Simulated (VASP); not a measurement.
Y, 2 atoms in the cell. The structure is hexagonal, space group P6_3/mmc (No. 194). The conventional cell has a = 3.590 Å, b = 3.590 Å, c = 5.641 Å, α = 90.00°, β = 90.00°, γ = 120.00°. Y (site symmetry -6m2) has 12 Y at 3.50 to 3.59 Å within 4.6 Å. 

| Item | Value |
| --- | --- |
| Program | VASP 6.6.1 |
| Task | single point |
| Functional | PBEsol |
| Potentials or basis | VASP PAW PBE potentials, release 64 (Y_sv) |
| Cutoff | 520 eV |
| k mesh | 7 × 7 × 4 |
| Occupations | methfessel-paxton, width 0.05 eV |
| Spin | no spin polarisation |
| Dipole correction | no |
| Further INCAR settings | ALGO = Normal; EDIFF = 1e-06; NBANDS = 18 |

Potentials or basis: VASP PAW PBE potentials, release 64 (Y_sv).

Launch:

```bash
$ cat potpaw_PBE.64/Y_sv/POTCAR > POTCAR
$ mpirun -np 1 vasp_std > vasp.out
```

Hardware: 1 thread of Intel(R) Xeon(R) Platinum 8559C (Emerald Rapids) (shared host).

How long does it take, and how much memory?

It took 30 s on 1 thread of Intel(R) Xeon(R) Platinum 8559C (Emerald Rapids), on a shared host, peak memory 0.19 GiB. Counts: scf iterations 13, k points 24.
